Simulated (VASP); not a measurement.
RuSe, 2 atoms in the cell. It takes space group F-43m (No. 216, cubic). Conventional cell: a = 5.465 Å, b = 5.465 Å, c = 5.465 Å, α = 90.00°, β = 90.00°, γ = 90.00°. Within 3.1 Å of Ru (site symmetry -43m) lie 4 Se at 2.37 Å. Se (site symmetry -43m) has 4 Ru at 2.37 Å within 3.1 Å. 

* Program: VASP 6.6.1
* Task: single point
* Functional: r2SCAN
* Potentials or basis: VASP PAW PBE potentials, release 64 (Ru_pv, Se)
* Cutoff: 520 eV
* k mesh: 10 × 10 × 10
* Occupations: gaussian, width 0.05 eV
* Spin: no spin polarisation
* Hubbard terms: Ru d U = 5.0 eV
* Dipole correction: no
* Further INCAR settings: ALGO = Normal; EDIFF = 1e-06; NBANDS = 17

Potentials or basis: VASP PAW PBE potentials, release 64 (Ru_pv, Se).

Run with:

```console
$ cat potpaw_PBE.64/Ru_pv/POTCAR potpaw_PBE.64/Se/POTCAR > POTCAR
$ cp INCAR.step1 INCAR
$ mpirun -np 1 vasp_std > vasp.out
$ cp INCAR.step2 INCAR
$ mpirun -np 1 vasp_std > vasp.out
```

Hardware: 1 thread of Intel(R) Xeon(R) 6975P-C (Granite Rapids), on a shared host.

Problem. How long does it take, and how much memory?

Solution. It took 72 s on 1 thread of Intel(R) Xeon(R) 6975P-C (Granite Rapids), on a shared host, peak memory 0.19 GiB. Counts: k points 47.
